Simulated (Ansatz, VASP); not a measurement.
**One calculation of BiIr, two programs**

```xyz
4
Lattice="4.1827 0.0000 0.0000 -2.0914 3.6223 0.0000 0.0000 0.0000 7.5548" Properties=species:S:1:pos:R:3 pbc="T T T"
Ir    0.0000    2.4149    0.0766
Ir    2.0914    1.2074    3.8540
Bi    0.0000    2.4149    2.7640
Bi    2.0914    1.2074    6.5414
```

Alike in both runs: functional PBE; k mesh 9 × 9 × 5; occupations fermi-dirac, width 0.05 eV; no spin polarisation.

Ansatz relaxed the structure, and its values are those at the end. VASP's run is a single point on that final structure, the one shown.

|  | VASP | Ansatz |
| --- | --- | --- |
| version | VASP 6.6.1 | Ansatz 0.2.0 |
| potentials or method | VASP PAW PBE potentials, release 64 (Ir, Bi_d) | PAW with Ansatz's default frozen-core files, scalar-relativistic |
| plane-wave cutoff (eV) | 520 | 420 |
| valence electrons in the cell | 48 | 64 |

```csv
,VASP,Ansatz,Ansatz less VASP
pressure (GPa),0.0,0.0,-0.05
rms of the force components (eV/Å),0.005,0.002,-0.0023
```

The functional is the same, so the differences come from potentials, cutoffs and numerics. VASP's potentials hold 48 valence electrons a cell and Ansatz's 64, so a difference there can come from the potentials and not from the codes.

Neither program's run includes spin-orbit coupling.
